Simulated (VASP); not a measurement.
Runs of VASP 6.6.1 on NaF. The structure is that of space group Pm-3m (No. 221), or close to it. The cells are those of the table. 

```tsv
task	cell	k mesh	smearing	ions in elastic constants	gap on the mesh (eV)	pressure (GPa)
single point	a = 2.817 Å, 2 atoms	6 × 6 × 6	gaussian 0.05 eV	-	(a)	-0.2
single point	a = 2.763 Å, 2 atoms	8 × 8 × 8	gaussian 0.02 eV	-	6.19	3.3
single point	a = 2.836 Å, 2 atoms	6 × 6 × 6	gaussian 0.05 eV	-	5.70	-1.2
single point	a = 2.849 Å, 2 atoms	6 × 6 × 6	gaussian 0.05 eV	-	(b)	(c)
```

Alike in all rows: level PBEsol; potentials or basis VASP PAW PBE potentials, release 64 (Na_pv, F); no spin polarisation; cutoff (eV) 600.

**Question.** Fill in the values left out.

**Answer.** (a) 5.82; (b) 5.62; (c) -1.9.

Caveats: the PAW data sets were made with another functional, which shifts forces and pressure a little.

A k mesh can miss the band edges.
